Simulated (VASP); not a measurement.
Rh, 1 atom in the cell. The cell holds a sheet with vacuum, 1 atom: a = 2.430 Å, b = 2.430 Å, c = 23.800 Å, α = 90.00°, β = 90.00°, γ = 93.94°. 

| Item | Value |
| --- | --- |
| Program | VASP 6.6.1 |
| Task | single point |
| Functional | PBEsol |
| Potentials or basis | VASP PAW PBE potentials, release 64 (Rh_pv) |
| Cutoff | 520 eV |
| k mesh | 11 × 11 × 1 |
| Occupations | fermi-dirac, width 0.05 eV |
| Spin | no spin polarisation |
| Dipole correction | no |
| Further INCAR settings | ALGO = Normal; EDIFF = 1e-07; NBANDS = 14 |

Potentials or basis: VASP PAW PBE potentials, release 64 (Rh_pv).

Launch:

```sh
$ cat potpaw_PBE.64/Rh_pv/POTCAR > POTCAR
$ mpirun -np 1 vasp_std > vasp.out
```

Hardware: 1 thread of Intel(R) Xeon(R) Platinum 8124M CPU @ 3.00GHz (Skylake/Cascade Lake), on a shared host.

Q: Estimate the wall time of this run.

A: Run time: 67 s on 1 thread of Intel(R) Xeon(R) Platinum 8124M CPU @ 3.00GHz (Skylake/Cascade Lake), with other jobs on the host, peak memory 0.25 GiB. Counts: scf iterations 21, k points 36.
